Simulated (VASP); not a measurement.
Runs of VASP 6.6.1 on Ga3P. The structure is that of space group Pm-3m (No. 221), or close to it. The cells are those of the table. 

```tsv
task	cell	k mesh	cutoff (eV)	gap on the mesh (eV)	pressure (GPa)	relaxed volume (Å³/atom)
relaxation of cell and atoms	relaxed from a = 4.089 Å, 4 atoms	12 × 12 × 12	600	none	0.0	18.39
single point	a = 4.073, b = 4.073, c = 4.031 Å, 4 atoms	4 × 4 × 4	520	none	(a)	-
single point	a = 4.188 Å, 4 atoms	12 × 12 × 12	520	none	0.0	-
single point	a = 4.189 Å, 4 atoms	12 × 12 × 12	520	none	0.0	-
single point	a = 4.151, b = 4.151, c = 4.120 Å, 4 atoms	4 × 4 × 4	520	none	0.0	-
relaxation of cell and atoms	relaxed from a = 4.073, b = 4.073, c = 4.031 Å, 4 atoms	4 × 4 × 4	600	none	-0.2	17.83
```

Alike in all rows: level PBE; potentials or basis VASP PAW PBE potentials, release 64 (Ga_d, P); no spin polarisation; smearing gaussian 0.1 eV.

Problem. Fill in the values left out.

Solution. (a) 4.3.

Caveats: some runs use coarse meshes.

A k mesh can miss the band edges, and the runs leave out spin-orbit coupling on Ga.

A gap of «none» marks levels without a gap at the run's occupations.
